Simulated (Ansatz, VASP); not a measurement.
# Cs8HCl8: VASP beside Ansatz

```
Cs Cl H
1.0
     8.28740    0.00000    0.00000
     0.00000    8.28740    0.00000
     0.00000    0.00000    8.28740
Cs Cl H
8 8 1
Cartesian
  0.0155 0.0257 0.0059
  0.0852 0.0141 4.1768
  0.0154 4.1154 0.0060
  0.0858 4.1269 4.1769
  4.2034 0.0210 0.0065
  4.2509 0.0075 4.1763
  4.2029 4.1210 0.0063
  4.2510 4.1325 4.1761
  2.1370 2.0708 2.1052
  2.1365 2.0708 6.2183
  2.0961 6.2146 1.8753
  2.1017 6.2146 6.4226
  6.2738 2.0704 2.1106
  6.2744 2.0704 6.2163
  6.2534 6.2140 2.1027
  6.2578 6.2140 6.2205
  2.1383 6.2157 3.8240
```

Alike in both runs: functional PBE; dispersion D3(BJ); k mesh 1 × 1 × 1; occupations fermi-dirac, width 0.05 eV; collinear spin.

Ansatz relaxed the structure, and its values are those at the end. VASP's run is a single point on that final structure, the one shown.

```csv
,VASP,Ansatz
version,VASP 6.6.1,Ansatz 0.2.0
potentials or method,"VASP PAW PBE potentials, release 64 (Cs_sv, Cl, H), cutoff 400 eV","scalar-relativistic, plane waves, PAW"
valence electrons in the cell,129,129
```

VASP gave:

| Item | Value |
| --- | --- |
| rms of the force components (eV/Å) | 0.014 |
| net moment per atom (μB) | 0.06 |
| size of the moment on the site where the two differ most (μB) | 0.27 |

**Question.** What did Ansatz give for the same quantities?

**Answer.** rms of the force components (eV/Å): 0.014; net moment per atom (μB): 0.06; size of the moment on the site where the two differ most (μB): 0.44.

Site moments also hang on the region over which each program counts them.

Spin-orbit coupling is off throughout.
